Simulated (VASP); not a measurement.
A run of VASP 6.6.1:

INCAR

```
PREC = Accurate
ENCUT = 590
EDIFF = 1E-6
ISMEAR = -1
SIGMA = 0.05
LREAL = False
LASPH = True
NELM = 200
ALGO = Normal
ISIF = 2
LWAVE = False
LCHARG = True
ISPIN = 2
MAGMOM = 1 1 1 0
LORBIT = 11
LMAXMIX = 4
GGA = RP
LELF = True
LVHAR = True
NBANDS = 41
GGA_COMPAT = False
```

File KPOINTS:

```
regular mesh
0
Gamma
  4 4 4
```

POSCAR

```
SiNi3
1.0
    3.5420000000      0.0000000000      0.0000000000
    0.0000000000      3.5420000000      0.0000000000
    0.0000000000      0.0000000000      3.5420000000
Ni Si
3 1
Direct
    0.5000000000      0.5000000000      0.0000000000
    0.5000000000      0.0000000000      0.5000000000
    0.0000000000      0.5000000000      0.5000000000
    0.0000000000      0.0000000000      0.0000000000
```

Potentials or basis: VASP PAW PBE potentials, release 64 (Ni_sv_GW, Si).

The run is started by

```bash
$ cat potpaw_PBE.64/Ni_sv_GW/POTCAR potpaw_PBE.64/Si/POTCAR > POTCAR
$ mpirun -np 1 vasp_std > vasp.out
```

Hardware: 1 thread of AMD EPYC 9R45 96-Core Processor (Zen 5), with other jobs on the host.

**Question.** Estimate the wall time of this run.

**Answer.** It took 42 s on 1 thread of AMD EPYC 9R45 96-Core Processor (Zen 5) (shared host), peak memory 0.17 GiB. Counts: scf iterations 15, k points 10.
